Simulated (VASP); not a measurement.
Here is a VASP 6.6.1 calculation.

INCAR

```
PREC = Accurate ; ENCUT = 520
EDIFF = 1E-6 ; ISMEAR = 0
SIGMA = 0.05 ; LREAL = F
LASPH = T ; NELM = 100
ALGO = Normal ; ISIF = 2
LWAVE = F ; LCHARG = F
GGA = PE ; NBANDS = 16
```

Contents of KPOINTS:

```
Automatic mesh
0
Gamma
  9 9 6
```

Contents of POSCAR:

```
MgO
1.0
    3.4861000000      0.0000000000      0.0000000000
   -1.7430500000      3.0190511601      0.0000000000
    0.0000000000      0.0000000000      4.1970000000
Mg O
2 2
Direct
    0.6666666667      0.3333333333      0.7500000000
    0.3333333333      0.6666666667      0.2500000000
    0.6666666667      0.3333333333      0.2500000000
    0.3333333333      0.6666666667      0.7500000000
```

Potentials or basis: VASP PAW PBE potentials, release 64 (Mg, O).

Run with:

```sh
$ cat potpaw_PBE.64/Mg/POTCAR potpaw_PBE.64/O/POTCAR > POTCAR
$ mpirun -np 1 vasp_std > vasp.out
```

Q: Predict the pressure.

A: 3.4 GPa.

Q: Predict the band gap on the k mesh.

A: 3.41 eV.

Caveat: the cell stands under pressure.
